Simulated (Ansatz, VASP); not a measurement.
# Au: VASP beside Ansatz

The input INCAR:

```
SYSTEM = Au
  PREC = Accurate
  ENCUT = 520
  EDIFF = 1E-7
  ISMEAR = 0
  SIGMA = 0.15
  LREAL = .False.
  LASPH = .True.
  NELM = 80
  ALGO = Fast
  ISIF = 2
  LWAVE = .False.
  LCHARG = .False.
  GGA = PE
  NBANDS = 12
```

File KPOINTS:

```
regular mesh
0
Gamma
  20 20 20
  0 0 0
```

The input POSCAR:

```
Au
1.0
    0.0000000000      2.1068650000      2.0148175000
    2.1068650000      0.0000000000      2.0148175000
    2.1068650000      2.1068650000      0.0000000000
Au
1
Direct
    0.0000000000      0.0000000000      0.0000000000
```

Input for Ansatz:

```yaml
crystal:
  lattice:
    - [0.0, 2.106865, 2.0148175]
    - [2.106865, 0.0, 2.0148175]
    - [2.106865, 2.106865, 0.0]
  atoms:
    - { symbol: Au, position: [0.0, 0.0, 0.0] }
basis:
  ecutwfc: 420
kpoints:
  mp_grid: { grid: [20, 20, 20] }
hamiltonian:
  xc: pbe
scf:
  occupations: { method: gaussian, width: 0.15 }
output:
  forces: true
  stress: true
  eigenvalues: true
```

Change from the starting cell: strain +0.030 along x and y, -0.015 along z, atoms carried along.

Alike in both runs: task single point; functional PBE; k mesh 20 × 20 × 20; occupations gaussian, width 0.15 eV; no spin polarisation.

|  | VASP | Ansatz |
| --- | --- | --- |
| version | VASP 6.6.1 | Ansatz 0.2.0 |
| potentials or method | VASP PAW PBE potentials, release 64 (Au), cutoff 520 eV | scalar-relativistic, plane waves, PAW |
| valence electrons in the cell | 11 | 19 |

Ansatz gave:

* gap on the k mesh at the Fermi level (eV): none
* pressure (GPa): 0.7
* traceless stress, the component that is largest in VASP (GPa): 0.74

Problem. What did VASP give for the same quantities?

Solution. gap on the k mesh at the Fermi level (eV): none; pressure (GPa): 0.5; traceless stress, the component that is largest in VASP (GPa): 0.75.

A gap of «none» marks a metal or a gap that the smearing closes. The functional is the same, so the differences come from potentials, cutoffs and numerics. VASP's potentials hold 11 valence electrons a cell and Ansatz's 19, so a difference there can come from the potentials and not from the codes.

Neither program's run includes spin-orbit coupling.
